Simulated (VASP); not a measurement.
Ru:

```
CELL_PARAMETERS angstrom
2.70783 0.00000 0.00000
-1.35391 2.34505 0.00000
0.00000 0.00000 4.26810
ATOMIC_POSITIONS crystal
Ru 0.33333 0.66667 0.25000
Ru 0.66667 0.33333 0.75000
```

| Item | Value |
| --- | --- |
| Program | VASP 6.6.1 |
| Task | relaxation of cell and atoms |
| Functional | PBE |
| Potentials or basis | VASP PAW PBE potentials, release 64 (Ru_pv) |
| Cutoff | 600 eV |
| k mesh | 18 × 18 × 10 |
| Occupations | gaussian, width 0.1 eV |
| Spin | no spin polarisation |

At the start: pressure 5.0 GPa; volume 13.55 Å³/atom.

Where does the relaxation end?

Over 8 steps the energy falls by 3.3 meV/atom and the volume is 13.76 Å³/atom (+1.5 %); space group P6_3/mmc (No. 194, to 0.1 Å) before and after.

Step by step:
| step | energy change (eV) | largest force (eV/Å) | pressure (GPa) | volume (Å³) |
| --- | --- | --- | --- | --- |
| 1 | 0.0000 | 0.0000 | 4.97 | 27.10 |
| 2 | 0.0465 | 0.0000 | -12.68 | 28.79 |
| 3 | -0.0065 | 0.0000 | 0.12 | 27.53 |
| 4 | -0.0065 | 0.0000 | -0.25 | 27.54 |
| 5 | -0.0064 | 0.0000 | 0.56 | 27.47 |
| 6 | -0.0065 | 0.0000 | 0.06 | 27.51 |
| 7 | -0.0065 | 0.0000 | -0.02 | 27.52 |
| 8 | -0.0065 | 0.0000 | 0.03 | 27.52 |

Final structure:
```cif
data_structure
_symmetry_space_group_name_H-M 'P 1'
_symmetry_Int_Tables_number 1
_cell_length_a 2.7195
_cell_length_b 2.7195
_cell_length_c 4.2962
_cell_angle_alpha 90.000
_cell_angle_beta 90.000
_cell_angle_gamma 120.000
_cell_volume 27.52
loop_
_atom_site_label
_atom_site_type_symbol
_atom_site_fract_x
_atom_site_fract_y
_atom_site_fract_z
_atom_site_occupancy
Ru1 Ru 0.33333 0.66667 0.25000 1
Ru2 Ru 0.66667 0.33333 0.75000 1
```
